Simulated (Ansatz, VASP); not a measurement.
Two plane-wave programs on FeO

```
Fe O
1.0
     1.51882    0.87689    2.51958
    -1.51882    0.87689    2.51958
     0.00000   -1.75378    2.51958
Fe O
1 1
Direct
  0.00000 0.00000 0.00000
  0.50000 0.50000 0.50000
```

Alike in both runs: task single point; functional PBE; k mesh 11 × 11 × 11; occupations gaussian, width 0.05 eV; collinear spin.

|  | VASP | Ansatz |
| --- | --- | --- |
| version | VASP 6.6.1 | Ansatz 0.2.0 |
| potentials or method | VASP PAW PBE potentials, release 64 (Fe, O) | Ansatz PAW |
| plane-wave cutoff (eV) | 520 | 420 |
| valence electrons in the cell | 14 | 22 |

|  | VASP | Ansatz | Ansatz less VASP |
| --- | --- | --- | --- |
| gap on the k mesh at the Fermi level (eV) | none | none | - |
| pressure (GPa) | -1.1 | -1.2 | -0.10 |
| traceless stress, the component that is largest in VASP (GPa) | -0.59 | -0.55 | +0.031 |
| net moment per atom (μB) | 2.00 | 2.00 | +0.001 |
| size of the moment on the site where the two differ most (μB) | 3.62 | 3.45 | -0.166 |

Site moments also hang on the region over which each program counts them. A gap of «none» marks a metal or a gap that the smearing closes. VASP's potentials hold 14 valence electrons a cell and Ansatz's 22, so a difference there can come from the potentials and not from the codes.
